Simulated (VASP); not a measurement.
Write the native input for VASP 6.6.1 that does the following.

```
Task                   : single point
Functional             : PBE
Potentials or basis    : VASP PAW PBE potentials, release 64 (In_d, Fe, H)
Cutoff                 : 520 eV
k mesh                 : 6 × 6 × 2
Occupations            : gaussian, width 0.2 eV
Spin                   : collinear spin, ferromagnetic start
Starting moments       : [0.0, 4.0, 4.0, 0.0, 0.0, 0.0] μB
Dipole correction      : no
Further INCAR settings : ALGO = Normal; EDIFF = 1e-06; NBANDS = 29
```

The structure of InFe2H3 lies in POSCAR:

```
InFe2H3
1.0
    2.6880973499      0.0000000000      0.0000000000
    0.0000000000      2.6880973499      0.0000000000
    0.0000000000      0.0000000000      8.0813482301
In Fe H
1 2 3
Direct
    0.0000000000      0.0000000000      0.0000000000
    0.5000000000      0.5000000000      0.7035081189
    0.5000000000      0.5000000000      0.2964918811
    0.0000000000      0.0000000000      0.6753036739
    0.0000000000      0.0000000000      0.3246963261
    0.5000000000      0.5000000000      0.5000000000
```

The input as run:

INCAR

```
ALGO     = Normal         # electronic algorithm
EDIFF    = 1E-6           # SCF threshold, eV
ENCUT    = 520            # plane-wave cutoff, eV
GGA      = PE             # functional
ISIF     = 2              # what is computed and relaxed
ISMEAR   = 0              # smearing method
ISPIN    = 2              # spin polarisation
LASPH    = True           # aspherical terms in the spheres
LCHARG   = True           # write CHGCAR
LELF     = True           # ELF
LMAXMIX  = 4              # l up to which the mixer works
LORBIT   = 11             # projections on sites
LREAL    = False          # projectors in reciprocal space
LVHAR    = True         
LWAVE    = False          # write WAVECAR
MAGMOM   = 0 4 4 0 0 0    # initial moments
NBANDS   = 29             # bands
NELM     = 150            # most SCF steps
PREC     = Accurate       # precision mode
SIGMA    = 0.2            # smearing width, eV
```

KPOINTS

```
k-points
0
Gamma
  6 6 2
```

Potentials or basis: VASP PAW PBE potentials, release 64 (In_d, Fe, H).

Run with:

```bash
$ cat potpaw_PBE.64/In_d/POTCAR potpaw_PBE.64/Fe/POTCAR potpaw_PBE.64/H/POTCAR > POTCAR
$ mpirun -np 1 vasp_std > vasp.out
```

Results of the run:

```json
{
  "Pressure": "0.0 GPa",
  "Largest force": "0.068 eV/Å",
  "Net moment": "4.45 μB per cell",
  "Site moments": "In +0.00; Fe +2.25; H -0.02, -0.03 μB",
  "Valence electrons inside the program's atomic spheres": "In 11.64; Fe 7.05; H 0.52, 0.56"
}
```

Caveat: the k points lie up to 0.39 Å⁻¹ apart.

It took 54 s on 1 thread of AMD EPYC 9R45 96-Core Processor (Zen 5) (shared host), peak memory 0.18 GiB.
